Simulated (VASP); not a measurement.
A run of VASP 6.6.1 is set up as follows.

File INCAR:

```
PREC = Accurate
ENCUT = 520
EDIFF = 1E-7
ISMEAR = 0
SIGMA = 0.05
LREAL = F
LASPH = T
NELM = 150
ALGO = Fast
ISIF = 2
LWAVE = F
LCHARG = T
ISPIN = 2
MAGMOM = 0 0 0 0 0 0 0 0 0 0 0 0 2
LORBIT = 11
LDIPOL = T
IDIPOL = 3
DIPOL = 0.5 0.5 0.308
GGA = PE
IVDW = 12
LVHAR = T
LVACPOTAV = T
NBANDS = 42
KPAR = 4
```

KPOINTS

```
Automatic mesh
0
Gamma
  6 8 1
```

The input POSCAR:

```
SiC12
1.0
    4.9311586499      0.0000000000      0.0000000000
   -1.2327896625      3.3947778379      0.0000000000
    0.0000000000      0.0000000000     22.3359273566
C Si
12 1
Direct
    0.2500000000      0.0000000000      0.1790836770
    0.7500000000      0.0000000000      0.1790836770
    0.0000000000      0.0000000000      0.2109204464
    0.5000000000      0.0000000000      0.2109204464
    0.0000000000      0.0000000000      0.2746309355
    0.5000000000      0.0000000000      0.2746309355
    0.2500000000      0.0000000000      0.3057016522
    0.7500000000      0.0000000000      0.3057016522
    0.2500000000      0.0000000000      0.3723849422
    0.7500000000      0.0000000000      0.3723849422
    0.0000000000      0.0000000000      0.4000696821
    0.5000000000      0.0000000000      0.4000696821
    0.0000000000      0.0000000000      0.5119969802
```

Potentials or basis: VASP PAW PBE potentials, release 64 (C, Si).

Command:

```bash
$ cat potpaw_PBE.64/C/POTCAR potpaw_PBE.64/Si/POTCAR > POTCAR
$ mpirun -np 4 vasp_std > vasp.out
```

Estimate the net moment.

-0.09 μB per cell.

What does it give for the largest force?

4.007 eV/Å.

Forces in eV/Å, atoms in the order of the input:
```
C    0.043 -0.005  2.137
C   -0.043  0.005  2.137
C    0.000  0.000 -3.833
C    0.000  0.000 -3.520
C    0.000  0.000  1.483
C    0.000  0.000  1.274
C    0.136 -0.011  0.403
C   -0.136  0.011  0.403
C    0.259 -0.011 -1.625
C   -0.259  0.011 -1.625
C    0.000  0.000  4.007
C    0.000  0.000  1.758
Si   0.000  0.000 -2.996
```
